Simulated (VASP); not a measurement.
The system is MnO2.

```
CELL_PARAMETERS angstrom
2.85658 0.00000 0.00000
-1.42829 2.47387 0.00000
0.00000 0.00000 4.64739
ATOMIC_POSITIONS crystal
Mn 0.00000 0.00000 0.50000
O 0.33333 0.66667 0.70250
O 0.66667 0.33333 0.29750
```

Base run:

| Property | Result |
| --- | --- |
| Program | VASP 6.6.1 |
| Functional | PBEsol |
| Potentials or basis | VASP PAW PBE potentials, release 64 (Mn_sv, O) |
| Cutoff | 600 eV |
| k mesh | 9 × 9 × 5 |
| Occupations | fermi-dirac, width 0.05 eV |
| Spin | collinear spin, ferromagnetic start |
| Starting moments | [4.0, 0.0, 0.0] μB |

Its results: band gap on the k mesh 0.71 eV, indirect (least direct gap 0.77 eV); pressure -2.1 GPa; net moment 3.00 μB per cell; site moments Mn +2.72; O +0.04 μB; largest force 0.006 eV/Å.

**Question.** The run is repeated on the same cell with these changes: potentials or basis from VASP PAW PBE potentials, release 64 (Mn_sv, O) to VASP PAW PBE potentials, release 64 (Mn_pv, O); cutoff from 600 eV to 520 eV; valence electrons from 27 to 25. What comes out?

**Answer.** Band gap on the k mesh 0.69 eV, indirect (least direct gap 0.75 eV); pressure -0.2 GPa; net moment 3.00 μB per cell; site moments Mn +2.83; O +0.04 μB; largest force 0.084 eV/Å.

Caveats: the PAW data sets were made with another functional, which shifts forces and pressure a little; a cell with one magnetic atom can't hold antiferromagnetic order, which such compounds often take.

A k mesh can miss the band edges.
